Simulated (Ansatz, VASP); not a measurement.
# P in VASP and in Ansatz

The input INCAR:

```
  PREC = Accurate
  ENCUT = 520
  EDIFF = 1E-7
  ISMEAR = 0
  SIGMA = 0.15
  LREAL = False
  LASPH = True
  NELM = 60
  ALGO = Normal
  ISIF = 2
  LWAVE = False
  LCHARG = False
  GGA = PS
  IVDW = 12
  NBANDS = 12
```

The input KPOINTS:

```
Automatic mesh
0
Gamma
  28 28 28
```

File POSCAR:

```
P
1.0
   -1.6682801268      2.3579129607      1.7522496301
    1.6682801268     -2.3579129607      1.7522496301
    1.6682801268      2.3579129607     -1.7522496301
P
2
Direct
    0.7673866800      0.0173866800      0.7500000000
    0.2326133200      0.9826133200      0.2500000000
```

Input for Ansatz:

```yaml
crystal:
  lattice:
    - [-1.6682801268, 2.3579129607, 1.7522496301]
    - [1.6682801268, -2.3579129607, 1.7522496301]
    - [1.6682801268, 2.3579129607, -1.7522496301]
  atoms:
    - { symbol: P, position: [0.76738668, 0.01738668, 0.75] }
    - { symbol: P, position: [0.23261332, 0.98261332, 0.25] }
basis:
  ecutwfc: 420
kpoints:
  mp_grid: { grid: [28, 28, 28] }
hamiltonian:
  xc: pbesol
  dispersion: d3bj
scf:
  occupations: { method: gaussian, width: 0.15 }
output:
  forces: true
  stress: true
  eigenvalues: true
```

Alike in both runs: task single point; functional PBEsol; dispersion D3(BJ); k mesh 28 × 28 × 28; occupations gaussian, width 0.15 eV; no spin polarisation.

|  | VASP | Ansatz |
| --- | --- | --- |
| version | VASP 6.6.1 | Ansatz 0.2.0 |
| potentials or method | VASP PAW PBE potentials, release 64 (P), cutoff 520 eV | scalar-relativistic, plane waves, PAW |
| valence electrons in the cell | 10 | 10 |

VASP gave:

```
gap on the k mesh at the Fermi level (eV)                     : none
pressure (GPa)                                                : 0.4
traceless stress, the component that is largest in VASP (GPa) : -5.42
rms of the force components (eV/Å)                            : 0.025
```

Q: What did Ansatz give for the same quantities?

A: gap on the k mesh at the Fermi level (eV): none; pressure (GPa): 0.3; traceless stress, the component that is largest in VASP (GPa): -5.41; rms of the force components (eV/Å): 0.016.

VASP's potentials were made for PBE, not for PBEsol. Atom by atom the forces differ by 0.009 eV/Å (rms over components). A gap of «none» marks a metal or a gap that the smearing closes.
